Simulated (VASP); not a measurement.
# ScB2N3 (P-3m1) in VASP: a series of runs

ScB2N3 is run at these levels: PBE; tasks: single point, relaxation of cell and atoms.

Everything below comes from runs of VASP 6.6.1. Logs are shortened: lines on timing, memory, paths and dates and some standing lists are left out, and cuts for length are marked.

## Step 1: The cell of the first run

The structure is trigonal, space group P-3m1 (No. 164). The conventional cell has a = 2.745 Å, b = 2.745 Å, c = 6.775 Å, α = 90.00°, β = 90.00°, γ = 120.00°. Sc (site symmetry -3m) has 6 N at 2.14 Å and 6 Sc at 2.74 Å and 6 B at 2.80 Å within 2.8 Å. B (site symmetry 3m) has 6 N at 1.80 to 1.92 Å within 2.4 Å. N (site symmetry 3m) has 3 B at 1.80 Å and 3 Sc at 2.14 Å within 2.4 Å. Within 2.5 Å of N (site symmetry -3m) lie 6 B at 1.92 Å.

## Step 2: Single point, PBE

INCAR

```
SYSTEM = ScB2N3
PREC     = Accurate       ! precision mode
ENCUT    = 520            ! plane-wave cutoff, eV
EDIFF    = 1E-6           ! SCF threshold, eV
ISMEAR   = 0              ! smearing method
SIGMA    = 0.1            ! smearing width, eV
LREAL    = .False.        ! projectors in reciprocal space
LASPH    = .True.         ! aspherical terms in the spheres
NELM     = 100            ! most SCF steps
ALGO     = Normal         ! electronic algorithm
ISIF     = 2              ! what is computed and relaxed
LWAVE    = .False.        ! write WAVECAR
LCHARG   = .False.        ! write CHGCAR
GGA      = PE             ! functional
NBANDS   = 25             ! bands
```

KPOINTS

```
Automatic mesh
0
Gamma
  6 6 2
  0 0 0
```

POSCAR

```
ScB2N3
1.0
    2.7449904487      0.0000000027      0.0000000000
   -1.3724952267      2.3772314604      0.0000000000
    0.0000000000      0.0000000000      6.7753392502
Sc B N
1 2 3
Direct
    0.0000000000      0.0000000000      0.0000000000
    0.3333333333      0.6666666667      0.6594984909
    0.6666666667      0.3333333333      0.3405015091
    0.3333333333      0.6666666667      0.2133038282
    0.0000000000      0.0000000000      0.5000000000
    0.6666666667      0.3333333333      0.7866961718
```

Potentials or basis: VASP PAW PBE potentials, release 64 (Sc_sv, B, N).

Started as:

```
$ cat potpaw_PBE.64/Sc_sv/POTCAR potpaw_PBE.64/B/POTCAR potpaw_PBE.64/N/POTCAR > POTCAR
$ mpirun -np 1 vasp_std > vasp.out
```

OUTCAR:

```text
SYSTEM = ScB2N3
   PREC = Accurate
   ENCUT = 520
   EDIFF = 1E-6
   ISMEAR = 0
   LREAL = .False.
   LASPH = .True.
   NELM = 100
   ISIF = 2
   GGA = PE

 ion  position               nearest neighbor table
   1  0.000  0.000  0.000-   4 2.14   6 2.14   6 2.14   4 2.14   6 2.14   4 2.14   2 2.80   3 2.80
                             2 2.80   3 2.80   3 2.80   2 2.80
   2  0.333  0.667  0.659-   6 1.80   6 1.80   6 1.80   5 1.92   5 1.92   5 1.92   1 2.80   1 2.80
                             1 2.80
   3  0.667  0.333  0.341-   4 1.80   4 1.80   4 1.80   5 1.92   5 1.92   5 1.92   1 2.80   1 2.80
                             1 2.80
   4  0.333  0.667  0.213-   3 1.80   3 1.80   3 1.80   1 2.14   1 2.14   1 2.14
   5  0.000  0.000  0.500-   2 1.92   3 1.92   3 1.92   2 1.92   3 1.92   2 1.92
   6  0.667  0.333  0.787-   2 1.80   2 1.80   2 1.80   1 2.14   1 2.14   1 2.14

  LATTYP: Found a hexagonal cell.
 ALAT       =     2.7449904487
 C/A-ratio  =     2.4682560383

  Lattice vectors:

 A1 = (   2.7449904487,   0.0000000027,   0.0000000000)
 A2 = (  -1.3724952267,   2.3772314604,   0.0000000000)
 A3 = (   0.0000000000,   0.0000000000,   6.7753392502)

Analysis of symmetry for initial positions (statically):
=====================================================================
 Subroutine PRICEL returns:
 Original cell was already a primitive cell.

 Routine SETGRP: Setting up the symmetry group for a
 hexagonal supercell.

 Subroutine GETGRP returns: Found 12 space group operations
 (whereof 12 operations were pure point group operations)
 out of a pool of 24 trial point group operations.

The static configuration has the point symmetry D_3d.

Analysis of symmetry for dynamics (positions and initial velocities):
=====================================================================
 Subroutine PRICEL returns:
 Original cell was already a primitive cell.

 Routine SETGRP: Setting up the symmetry group for a
 hexagonal supercell.

 Subroutine GETGRP returns: Found 12 space group operations
 (whereof 12 operations were pure point group operations)
 out of a pool of 24 trial point group operations.

The dynamic configuration has the point symmetry D_3d.

 Subroutine INISYM returns: Found 12 space group operations
 (whereof 12 operations are pure point group operations),
 and found     1 'primitive' translations

----------------------------------------------------------------------------------------

[... 92 lines left out ...]
   NSW    =      0    number of steps for IOM
   IBRION =     -1    ionic relax: 0-MD 1-quasi-New 2-CG
   NFREE  =      0    steps in history (QN), initial steepest desc. (CG)
   ISIF   =      2    stress and relaxation
   ISYM   =      2    0-nonsym 1-usesym 2-fastsym
   POTIM  = 0.5000    time-step for ionic-motion
   TEBEG  =    0.0;   TEEND  =   0.0 temperature during run
   PSTRESS=    0.0 pullay stress
   NELECT =      32.0000    total number of electrons
   NUPDOWN=      -1.0000    fix difference up-down
   EMIN   =  10.00;   EMAX   =-10.00  energy-range for DOS
   EFERMI =   0.00;   METHOD = LEGACY
   ISMEAR =     0;   SIGMA  =   0.10  broadening in eV -4-tet -1-fermi 0-gaus
   EFERMI_NEDOS =   21; number of points for ismear=-14 and -15
   IALGO  =     38    algorithm
   IMIX   =      4    mixing-type and parameters
     AMIX     =   0.40;   BMIX     =  1.00
     AMIX_MAG =   1.60;   BMIX_MAG =  1.00
  volume/ion in A,a.u.               =       7.37        49.73
  Fermi-wavevector in a.u.,A,eV,Ry     =   1.469864  2.777639 29.395374  2.160499
  Thomas-Fermi vector in A             =   2.585190
   LORBIT       =      0    0 simple, 1 ext, 2 COOP (PROOUT), +10 PAW based schemes
   GGA     = PE    functional components
   LHFCALC =     F    Hartree Fock is set to
   AEXX    =    0.0000 exact exchange contribution
   IVDW    =     0    specifies the selected vdW correction
   LEPSILON=     F    determine dielectric tensor
   LRPA    =     F    only Hartree local field effects (RPA)
 non-spin polarized calculation
 Gauss-broadening in eV      SIGMA  =   0.10
  energy-cutoff  :      520.00
  volume of cell :       44.21
 maximum number of plane-waves:      1213
   NGX = 11   NGY = 11   NGZ = 25

 number of electron      32.0000004 magnetization

 Free energy of the ion-electron system (eV)
  ---------------------------------------------------
  ext. energy  EPLUGINS =         0.00000000
  ---------------------------------------------------
  free energy    TOTEN  =       -43.56968990 eV

  energy without entropy =      -43.56499694  energy(sigma->0) =      -43.56734342

 E-fermi :   8.0141     XC(G=0): -12.9248

 val. band max:        7.9844831110   @ k =   0.1667   0.0000   0.5000
 cond. band min:       8.1640964904   @ k =   0.5000   0.0000   0.5000
 fundamental gap:      0.1796133794
 Fermi energy:         8.0140850752

 k-point     1 :       0.0000    0.0000    0.0000
  band No.  band energies     occupation
      1     -41.0719      2.00000
      2     -20.0176      2.00000
      3     -19.0115      2.00000
      4     -19.0115      2.00000
      5     -10.8033      2.00000
      6      -8.6376      2.00000
[... 381 lines left out ...]
     24      17.5450      0.00000
     25      17.7528      0.00000

------------------------ aborting loop because EDIFF is reached ----------------------------------------

  FORCE on cell =-STRESS in cart. coord.  units (eV):
  Direction    XX          YY          ZZ          XY          YZ          ZX
  --------------------------------------------------------------------------------------
  -------------------------------------------------------------------------------------
  Total        0.1859924      0.1859924      0.2778279     -0.0000000      0.0000000     -0.0000000
  in kB        6.7400401      6.7400401     10.0679989     -0.0000000      0.0000000     -0.0000000
  external PRESSURE =       7.8493597 kB  Pullay stress =       0.0000000 kB

 VOLUME and BASIS-vectors are now :
 -----------------------------------------------------------------------------
  energy-cutoff  :      520.00
  volume of cell :       44.21
      direct lattice vectors                 reciprocal lattice vectors
     2.744990449  0.000000003  0.000000000     0.364299992  0.210328699  0.000000000
    -1.372495227  2.377231460  0.000000000    -0.000000000  0.420657398  0.000000000
     0.000000000  0.000000000  6.775339250     0.000000000  0.000000000  0.147594085

 POSITION                                       TOTAL-FORCE (eV/Angst)
 -----------------------------------------------------------------------------------
      0.00000      0.00000      0.00000         0.000000     -0.000000      0.000000
     -0.00000      1.58482      4.46833        -0.000000     -0.000000     -0.000831
      1.37250      0.79241      2.30701         0.000000     -0.000000      0.000831
     -0.00000      1.58482      1.44521        -0.000000      0.000000      0.097946
      0.00000      0.00000      3.38767         0.000000     -0.000000      0.000000
      1.37250      0.79241      5.33013         0.000000      0.000000     -0.097946
 -----------------------------------------------------------------------------------
    total drift:                                0.000000     -0.000000      0.000000

  FREE ENERGIE OF THE ION-ELECTRON SYSTEM (eV)
  ---------------------------------------------------
  free  energy   TOTEN  =       -43.5696899022 eV

  energy  without entropy=      -43.5649969430  energy(sigma->0) =      -43.56734342
```

It took 9.4 s on 1 thread of Intel Xeon 6975P-C (Granite Rapids), shared host; peak memory 0.15 GiB.

What came out:

| Item | Value |
| --- | --- |
| Free energy | -43.5697 eV |
| Pressure | 0.8 GPa |
| Largest force | 0.098 eV/Å |
| Band gap on the k mesh | zero (band 16 reaches 8.26 eV, above the bottom of band 17 at 7.76 eV) |

Forces in eV/Å, atoms in the order of the input:
```
Sc   0.000  0.000  0.000
B    0.000  0.000 -0.001
B    0.000  0.000  0.001
N    0.000  0.000  0.098
N    0.000  0.000  0.000
N    0.000  0.000 -0.098
```

Caveat: the k points lie up to 0.46 Å⁻¹ apart.

## Step 3: Relaxation of cell and atoms, PBE

This run uses another cell than the first one, of 9.64 Å³/atom, 1.308 times its volume.

INCAR

```
SYSTEM = ScB2N3
ALGO = Normal
EDIFF = 1E-6
EDIFFG = -0.04
ENCUT = 600
GGA = PE
IBRION = 2
ISIF = 3
ISMEAR = 0
LASPH = .TRUE.
LCHARG = .FALSE.
LREAL = .FALSE.
LWAVE = .FALSE.
NELM = 100
NSW = 90
PREC = Accurate
SIGMA = 0.1
```

KPOINTS

```
k-points
0
G
  6 6 2
  0 0 0
```

POSCAR

```
ScB2N3
1.0
    2.9635237900      0.0000000000      0.0000000000
   -1.4817619000      2.5664868900      0.0000000000
    0.0000000000      0.0000000000      7.6035659300
Sc B N
1 2 3
Direct
    0.0000000000      0.0000000000      0.0000000000
    0.3333333300      0.6666666700      0.6618250000
    0.6666666700      0.3333333300      0.3381750000
    0.3333333300      0.6666666700      0.2081069900
    0.0000000000      0.0000000000      0.5000000000
    0.6666666700      0.3333333300      0.7918930100
```

Potentials or basis: VASP PAW PBE potentials, release 64 (Sc_sv, B, N).

Started as:

```
$ cat potpaw_PBE.64/Sc_sv/POTCAR potpaw_PBE.64/B/POTCAR potpaw_PBE.64/N/POTCAR > POTCAR
$ mpirun -np 1 vasp_std > vasp.out
```

Run time: 54 s. Hardware: 1 thread of Intel Xeon 6975P-C (Granite Rapids), shared host; peak memory 0.2 GiB.

Results (log left out):

```yaml
Free_energy: -43.6069 eV
Relaxed_volume: 7.39 Å³/atom
Relaxed_cell: a = 2.748 Å, b = 2.748 Å, c = 6.784 Å, α = 90.00°, β = 90.00°, γ = 120.00°
Space_group_after_relaxing_to_0.05_Å: P-3m1 (No. 164)
Energy_gained_by_relaxing: 384.2 meV/atom
Ionic_steps: 8
Pressure_after_relaxing: -0.4 GPa
Largest_force_after_relaxing: 0.009 eV/Å
Band_gap_on_the_k_mesh: zero (band 16 reaches 8.24 eV, above the bottom of band 17 at 7.73 eV)
```

Forces in eV/Å, atoms in the order of the input:
```
Sc   0.000  0.000  0.000
B    0.000  0.000  0.007
B    0.000  0.000 -0.007
N    0.000  0.000  0.009
N    0.000  0.000  0.000
N    0.000  0.000 -0.009
```

Stress tensor (GPa, compression positive):
```
-0.53  0.00  0.00
 0.00 -0.53  0.00
 0.00  0.00 -0.08
```

The path:
```tsv
step	energy change (eV)	largest force (eV/Å)	pressure (GPa)	volume (Å³)
1	0.0000	0.3826	-41.36	57.83
2	-1.6091	1.0810	43.89	39.36
3	-2.2719	0.6121	-0.54	44.59
4	-2.2717	0.6285	0.97	44.35
5	-2.3017	0.1625	0.90	44.20
6	-2.3024	0.1140	0.92	44.18
7	-2.3049	0.0543	-0.85	44.43
8	-2.3054	0.0090	-0.38	44.36
```

Final structure:
```yaml
crystal:
  lattice:
    - [2.74766, 0.00000, 0.00000]
    - [-1.37383, 2.37955, 0.00000]
    - [0.00000, 0.00000, 6.78443]
  atoms:
    - { symbol: Sc, position: [0.00000, 0.00000, 0.00000] }
    - { symbol: B, position: [0.33333, 0.66667, 0.65936] }
    - { symbol: B, position: [0.66667, 0.33333, 0.34064] }
    - { symbol: N, position: [0.33333, 0.66667, 0.21390] }
    - { symbol: N, position: [0.00000, 0.00000, 0.50000] }
    - { symbol: N, position: [0.66667, 0.33333, 0.78610] }
```

Levels at points of the mesh, in eV from the Fermi level:
| k point | band 14 | band 15 | band 16 | band 17 | band 18 | band 19 |
| --- | --- | --- | --- | --- | --- | --- |
| (0.00, 0.00, 0.00) | -0.24 | -0.24 | 0.26 | 1.18 | 2.68 | 2.68 |
| (0.50, 0.00, 0.00) | -3.05 | -0.60 | -0.59 | -0.25 | 2.00 | 4.44 |
| (0.00, 0.00, 0.50) | -1.46 | -0.28 | -0.28 | 2.01 | 2.71 | 2.71 |
| (0.50, 0.00, 0.50) | -3.24 | -1.18 | -0.97 | 0.13 | 2.42 | 4.27 |

Caveat: the k points lie up to 0.46 Å⁻¹ apart in the final cell; the volume moved by over 15 % at a fixed basis, so the end points are rough.

## Step 4: Single point, PBE

INCAR

```
SYSTEM = ScB2N3
PREC     = Accurate       ! precision mode
ENCUT    = 910            ! plane-wave cutoff, eV
EDIFF    = 1E-6           ! SCF threshold, eV
ISMEAR   = 0              ! smearing method
SIGMA    = 0.1            ! smearing width, eV
LREAL    = .False.        ! projectors in reciprocal space
LASPH    = .True.         ! aspherical terms in the spheres
NELM     = 120            ! most SCF steps
ALGO     = Normal         ! electronic algorithm
ISIF     = 2              ! what is computed and relaxed
LWAVE    = .False.        ! write WAVECAR
LCHARG   = .False.        ! write CHGCAR
GGA      = PE             ! functional
NBANDS   = 25             ! bands
GGA_COMPAT= .False.
```

KPOINTS

```
Automatic mesh
0
Gamma
  6 6 2
  0 0 0
```

POSCAR

```
ScB2N3
1.0
    2.7449904487      0.0000000027      0.0000000000
   -1.3724952267      2.3772314604      0.0000000000
    0.0000000000      0.0000000000      6.7753392502
Sc B N
1 2 3
Direct
    0.0000000000      0.0000000000      0.0000000000
    0.3333333333      0.6666666667      0.6594984909
    0.6666666667      0.3333333333      0.3405015091
    0.3333333333      0.6666666667      0.2133038282
    0.0000000000      0.0000000000      0.5000000000
    0.6666666667      0.3333333333      0.7866961718
```

Potentials or basis: VASP PAW PBE potentials, release 64 (Sc_sv, B_h, N_h).

Started as:

```
$ cat potpaw_PBE.64/Sc_sv/POTCAR potpaw_PBE.64/B_h/POTCAR potpaw_PBE.64/N_h/POTCAR > POTCAR
$ mpirun -np 1 vasp_std > vasp.out
```

Run time: 50 s. Hardware: 1 thread of Intel Xeon Platinum 8488C (Sapphire Rapids), shared host; peak memory 0.23 GiB.

It converged, with:

| Item | Value |
| --- | --- |
| Free energy | -43.6001 eV |
| Pressure | 0.6 GPa |
| Largest force | 0.103 eV/Å |
| Band gap on the k mesh | zero (band 16 reaches 9.33 eV, above the bottom of band 17 at 8.83 eV) |

Forces on the atoms (eV/Å):
```
Sc   0.000  0.000  0.000
B    0.000  0.000  0.001
B    0.000  0.000 -0.001
N    0.000  0.000  0.103
N    0.000  0.000  0.000
N    0.000  0.000 -0.103
```

Stress tensor (GPa, compression positive):
```
0.44 0.00 0.00
0.00 0.44 0.00
0.00 0.00 0.98
```

Levels at points of the mesh, in eV from the Fermi level:
```csv
k point,band 13,band 14,band 15,band 16,band 17,band 18,band 19,band 20
"(0.00, 0.00, 0.00)",-1.36,-0.24,-0.24,0.25,1.22,2.71,2.71,3.68
"(0.50, 0.00, 0.00)",-4.08,-3.06,-0.59,-0.59,-0.26,2.01,4.47,5.24
"(0.00, 0.00, 0.50)",-1.46,-1.46,-0.28,-0.28,2.04,2.74,2.74,4.36
"(0.50, 0.00, 0.50)",-3.56,-3.24,-1.19,-0.98,0.15,2.43,4.29,5.42
```

Caveat: the k points lie up to 0.46 Å⁻¹ apart; the cutoff is under 1.25 times the usual one of these potentials, so pressure, stress and relaxed cells hold a basis-set (Pulay) error.

## Step 5: Overview

| task | potentials or basis | cell | cutoff (eV) | second run | gap on the mesh (eV) | pressure (GPa) | largest force (eV/Å) |
| --- | --- | --- | --- | --- | --- | --- | --- |
| single point | VASP PAW PBE potentials, release 64 (Sc_sv, B, N) | a = 2.745, b = 2.745, c = 6.775 Å, angles 90.0, 90.0, 120.0°, 6 atoms | 520 | - | none | 0.8 | 0.10 |
| relaxation of cell and atoms | VASP PAW PBE potentials, release 64 (Sc_sv, B, N) | relaxed from a = 2.964, b = 2.964, c = 7.604 Å, angles 90.0, 90.0, 120.0°, 6 atoms | 600 | - | none | -0.4 | 0.01 |
| single point | VASP PAW PBE potentials, release 64 (Sc_sv, B_h, N_h) | a = 2.745, b = 2.745, c = 6.775 Å, angles 90.0, 90.0, 120.0°, 6 atoms | 910 | hard_potentials | none | 0.6 | 0.10 |

Alike in all rows: level PBE; no spin polarisation; k mesh 6 × 6 × 2; smearing gaussian 0.1 eV.

Caveats: all runs use coarse meshes; the volume moved by over 15 % at a fixed basis, so the end points are rough (some runs); the cutoff is under 1.25 times the usual one of these potentials, so pressure, stress and relaxed cells hold a basis-set (Pulay) error (some runs).

Absolute energies hang on the potentials; compare differences alone.
